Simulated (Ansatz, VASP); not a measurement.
Two plane-wave programs on C

```xyz
10
Lattice="0.0000 1.4232 -3.3614 -2.4650 0.0000 0.0000 2.0542 10.0012 2.3579" Properties=species:S:1:pos:R:3 pbc="T T T"
C     0.9860    8.8236    1.0077
C    -1.4790    1.7078   -2.3537
C    -0.2465    3.8425   -2.3537
C    -1.4790    4.5541    1.0077
C    -0.2465    6.6889    1.0077
C    -0.2465    2.4194   -2.3523
C    -1.4790    3.1310    1.0091
C    -0.2465    5.2657    1.0091
C    -1.4790    7.4005    1.0091
C    -0.2465    9.5352    1.0091
```

Alike in both runs: task single point; functional PBE; dispersion D3(BJ); k mesh 7 × 11 × 3; occupations gaussian, width 0.05 eV; no spin polarisation.

|  | VASP | Ansatz |
| --- | --- | --- |
| version | VASP 6.6.1 | Ansatz 0.2.0 |
| potentials or method | VASP PAW PBE potentials, release 64 (C), cutoff 520 eV | scalar-relativistic, plane waves, PAW |
| valence electrons in the cell | 40 | 40 |

|  | VASP | Ansatz | Ansatz less VASP |
| --- | --- | --- | --- |
| gap on the k mesh at the Fermi level (eV) | none | none | - |
| pressure (GPa) | -3.2 | -3.6 | -0.41 |
| traceless stress, the component that is largest in VASP (GPa) | -6.08 | -6.06 | +0.013 |
| rms of the force components (eV/Å) | 0.710 | 0.710 | +0.0004 |

Atom by atom the forces differ by 0.012 eV/Å (rms over components). A gap of «none» marks a metal or a gap that the smearing closes.
